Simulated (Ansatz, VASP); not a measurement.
## One calculation of Mg, two programs

```
CELL_PARAMETERS angstrom
3.13250 0.00000 0.00000
-1.56625 2.71283 0.00000
0.00000 0.00000 5.08489
ATOMIC_POSITIONS crystal
Mg 0.33333 0.66667 0.25000
Mg 0.66667 0.33333 0.75000
```

Alike in both runs: task single point; functional LDA; k mesh 12 × 12 × 6; no spin polarisation.

```csv
,VASP,Ansatz
version,VASP 6.6.1,Ansatz 0.2.0
potentials or method,"VASP PAW LDA potentials, release 64 (Mg), cutoff 520 eV","plane waves (420 eV) with PAW, scalar-relativistic"
occupations,"methfessel-paxton of order 1, width 0.01 eV","cold, width 0.01 eV"
valence electrons in the cell,4,20
```

```tsv
	VASP	Ansatz	Ansatz less VASP
pressure (GPa)	-0.3	0.0	+0.33
traceless stress, the component that is largest in VASP (GPa)	-1.11	-1.12	-0.005
```

Ansatz warns that its potentials were made for another functional, while VASP's fit it. LDA's correlation is that of Perdew and Zunger in VASP and of Perdew and Wang (1992) in Ansatz. VASP's potentials hold 4 valence electrons a cell and Ansatz's 20, so a difference there can come from the potentials and not from the codes.
